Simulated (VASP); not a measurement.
Set up this calculation in VASP 6.6.1, as the native input.

* Task: single point
* Functional: PBE
* Potentials or basis: VASP PAW PBE potentials, release 64 (Ge_d, Si, S)
* Cutoff: 520 eV
* k mesh: 3 × 3 × 2
* Occupations: fermi-dirac, width 0.01 eV
* Spin: no spin polarisation
* Dipole correction: no
* Further INCAR settings: LREAL = Auto; ALGO = Normal; EDIFF = 1e-06; NBANDS = 125

The structure of Si11GeS24 (a cell with a defect) lies in POSCAR:

```
Si11GeS24
1.0
   -2.7820000000      4.7725000000      8.3280000000
    5.5640000000     -9.5450000000      0.0000000000
    5.5640000000      9.5450000000     -5.5520000000
Ge Si S
1 11 24
Direct
    0.5000000000      0.2500000000      0.0000000000
    0.5000000000      0.2500000000      0.5000000000
    0.8333333333      0.9166666667      0.0000000000
    0.8333333333      0.9166666667      0.5000000000
    0.1666666667      0.5833333333      0.0000000000
    0.1666666667      0.5833333333      0.5000000000
    0.1666666667      0.0833333333      0.0000000000
    0.1666666667      0.0833333333      0.5000000000
    0.5000000000      0.7500000000      0.0000000000
    0.5000000000      0.7500000000      0.5000000000
    0.8333333333      0.4166666667      0.0000000000
    0.8333333333      0.4166666667      0.5000000000
    0.1090000000      0.0998000000      0.1635000000
    0.1090000000      0.0998000000      0.6635000000
    0.4423333333      0.7664666667      0.1635000000
    0.4423333333      0.7664666667      0.6635000000
    0.7756666667      0.4331333333      0.1635000000
    0.7756666667      0.4331333333      0.6635000000
    0.5576666667      0.2335333333      0.3365000000
    0.5576666667      0.2335333333      0.8365000000
    0.8910000000      0.9002000000      0.3365000000
    0.8910000000      0.9002000000      0.8365000000
    0.2243333333      0.5668666667      0.3365000000
    0.2243333333      0.5668666667      0.8365000000
    0.3031333333      0.9880666667      0.4547000000
    0.3031333333      0.9880666667      0.9547000000
    0.6364666667      0.6547333333      0.4547000000
    0.6364666667      0.6547333333      0.9547000000
    0.9698000000      0.3214000000      0.4547000000
    0.9698000000      0.3214000000      0.9547000000
    0.3635333333      0.3452666667      0.0453000000
    0.3635333333      0.3452666667      0.5453000000
    0.6968666667      0.0119333333      0.0453000000
    0.6968666667      0.0119333333      0.5453000000
    0.0302000000      0.6786000000      0.0453000000
    0.0302000000      0.6786000000      0.5453000000
```

The input as run:

INCAR

```
SYSTEM = Si11GeS24
  ALGO = Normal
  EDIFF = 1E-6
  ENCUT = 520
  GGA = PE
  ISIF = 2
  ISMEAR = -1
  LASPH = .TRUE.
  LCHARG = .TRUE.
  LELF = .TRUE.
  LREAL = Auto
  LUSENCCL = .FALSE.
  LVHAR = .TRUE.
  LWAVE = .FALSE.
  NBANDS = 125
  NELM = 100
  PREC = Accurate
  SIGMA = 0.01
```

KPOINTS

```
k-points
0
G
  3 3 2
  0 0 0
```

Potentials or basis: VASP PAW PBE potentials, release 64 (Ge_d, Si, S).

The run is started by

```bash
$ cat potpaw_PBE.64/Ge_d/POTCAR potpaw_PBE.64/Si/POTCAR potpaw_PBE.64/S/POTCAR > POTCAR
$ mpirun -np 1 vasp_std > vasp.out
```

It gave:

The pressure is 3.0 GPa and the largest force is 1.726 eV/Å. The band gap on the k mesh is 2.79 eV.

Wall time 4.7 min on 1 × NVIDIA H100 80GB with 1 thread of AMD EPYC 7R13 Processor (Zen 3) (shared host), peak memory 2.3 GiB.
